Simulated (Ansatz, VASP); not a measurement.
## Two plane-wave programs on BaW2

```xyz
6
Lattice="0.0000 4.0559 4.0559 4.0559 0.0000 4.0559 4.0559 4.0559 0.0000" Properties=species:S:1:pos:R:3 pbc="T T T"
Ba    4.0559    4.0559    4.0559
Ba    6.0839    6.0839    6.0839
W     1.0140    1.0140    1.0140
W     1.0140    3.0420    3.0420
W     3.0420    3.0420    1.0140
W     3.0420    1.0140    3.0420
```

Alike in both runs: task relaxation of cell and atoms; functional PBE; k mesh 8 × 8 × 8; occupations gaussian, width 0.1 eV; no spin polarisation.

|  | VASP | Ansatz |
| --- | --- | --- |
| version | VASP 6.6.1 | Ansatz 0.2.0 |
| potentials or method | VASP PAW PBE potentials, release 64 (Ba_sv, W_sv), cutoff 600 eV | scalar-relativistic, plane waves, PAW |
| valence electrons in the cell | 76 | 76 |

```csv
,VASP,Ansatz,Ansatz less VASP
"gap on the k mesh at the Fermi level, each at its own relaxed structure (eV)",none,none,-
relaxed volume (Å³/atom),22.63,22.34,-0.292
relaxed cell length with the largest relative difference (Å),5.770,5.745,-0.0249
```

A gap of «none» marks a metal or a gap that the smearing closes.

Spin-orbit coupling is off throughout.
